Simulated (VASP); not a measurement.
Input of a VASP 6.6.1 run:

POSCAR

```
Si2Mo
1.0
   -1.6074594120      1.6074594120      3.9199064044
    1.6074594120     -1.6074594120      3.9199064044
    1.6074594120      1.6074594120     -3.9199064044
Si Mo
2 1
Direct
    0.3356722478      0.3356722478      0.0000000000
    0.6643277522      0.6643277522      0.0000000000
    0.0000000000      0.0000000000      0.0000000000
```

Contents of INCAR.step1:

```
PREC = Accurate
ENCUT = 520
ISMEAR = 0
SIGMA = 0.05
LREAL = False
LASPH = True
NELM = 100
NBANDS = 18
GGA = PE
ALGO = Normal
EDIFF = 1E-4
LWAVE = True
LCHARG = False
```

INCAR.step2

```
PREC = Accurate
ENCUT = 520
EDIFF = 1E-7
ISMEAR = 0
SIGMA = 0.05
LREAL = False
LASPH = True
NELM = 100
ALGO = Normal
ISIF = 2
LWAVE = False
LCHARG = True
METAGGA = R2SCAN
LMIXTAU = True
IVDW = 13
VDW_S6 = 1.0
VDW_S8 = 0.6018749
VDW_A1 = 0.51559235
VDW_A2 = 5.77342911
LELF = True
LVHAR = True
NBANDS = 18
ISTART = 1
```

File KPOINTS:

```
Automatic mesh
0
Gamma
  10 10 10
```

Potentials or basis: VASP PAW PBE potentials, release 64 (Si, Mo_sv).

Command:

```bash
$ cat potpaw_PBE.64/Si/POTCAR potpaw_PBE.64/Mo_sv/POTCAR > POTCAR
$ cp INCAR.step1 INCAR
$ mpirun -np 1 vasp_std > vasp.out
$ cp INCAR.step2 INCAR
$ mpirun -np 1 vasp_std > vasp.out
```

Problem. What does it give for the dispersion energy per atom?

Solution. -0.190 eV.

Problem. Estimate the band gap on the k mesh.

Solution. Zero (band 11 reaches 12.56 eV, above the bottom of band 12 at 11.57 eV).

Forces in eV/Å, atoms in the order of the input:
```
Si   0.000  0.000 -0.005
Si   0.000  0.000  0.005
Mo   0.000  0.000  0.000
```

Caveat: the PAW data sets were made with another functional, which shifts forces and pressure a little.
